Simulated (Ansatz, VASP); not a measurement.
## BeTe in VASP and in Ansatz

INCAR

```
SYSTEM = BeTe
PREC = Accurate
ENCUT = 600
EDIFF = 1E-6
ISMEAR = 0
SIGMA = 0.02
LREAL = .False.
LASPH = .True.
NELM = 120
ALGO = Normal
ISIF = 2
LWAVE = .False.
LCHARG = .True.
GGA = PE
LELF = .True.
LVHAR = .True.
NBANDS = 11
GGA_COMPAT = .False.
```

KPOINTS

```
Automatic mesh
0
Gamma
  8 8 8
  0 0 0
```

File POSCAR:

```
BeTe
1.0
    0.0000000000      2.8185122989      2.8185122989
    2.8185122989      0.0000000000      2.8185122989
    2.8185122989      2.8185122989      0.0000000000
Be Te
1 1
Direct
    0.0000000000      0.0000000000      0.0000000000
    0.2500000000      0.2500000000      0.2500000000
```

Input for Ansatz:

```yaml
crystal:
  lattice:
    - [0.0, 2.8185122989, 2.8185122989]
    - [2.8185122989, 0.0, 2.8185122989]
    - [2.8185122989, 2.8185122989, 0.0]
  atoms:
    - { symbol: Be, position: [0.0, 0.0, 0.0] }
    - { symbol: Te, position: [0.25, 0.25, 0.25] }
basis:
  ecutwfc: 420
kpoints:
  mp_grid: { grid: [8, 8, 8] }
  band_path:
    path:
      - [[0.0, 0.0, 0.0], [-0.5, -0.5, 0.0], [-0.375, -0.375, 0.25]]
      - [[-0.375, 0.0, 0.375], [0.0, 0.0, 0.0], [0.0, 0.0, 0.5], [-0.5, -0.25, 0.25], [-0.5, -0.5, 0.0]]
    npoints: 10
hamiltonian:
  xc: pbe
  pseudopotentials: { kind: paw, azcp: { folder: soft_1 } }
scf:
  occupations: { method: gaussian, width: 0.02 }
  n_extra_bands: 7
output:
  forces: true
  stress: true
  eigenvalues: true
```

Alike in both runs: task single point; functional PBE; k mesh 8 × 8 × 8; occupations gaussian, width 0.02 eV; no spin polarisation.

```csv
,VASP,Ansatz
version,VASP 6.6.1,Ansatz 0.2.0
potentials or method,"VASP PAW PBE potentials, release 64 (Be, Te), cutoff 600 eV","scalar-relativistic, plane waves, PAW"
valence electrons in the cell,8,18
```

|  | VASP | Ansatz | Ansatz less VASP |
| --- | --- | --- | --- |
| gap on the k mesh at the Fermi level (eV) | 1.98 | 1.99 | +0.013 |
| least direct gap on the mesh (eV) | 3.61 | 3.63 | +0.018 |
| pressure (GPa) | 1.0 | 0.8 | -0.14 |

With one functional, cell and mesh, what is left measures potentials, basis and numerics. VASP's potentials hold 8 valence electrons a cell and Ansatz's 18, so a difference there can come from the potentials and not from the codes.

Neither program's run includes spin-orbit coupling.
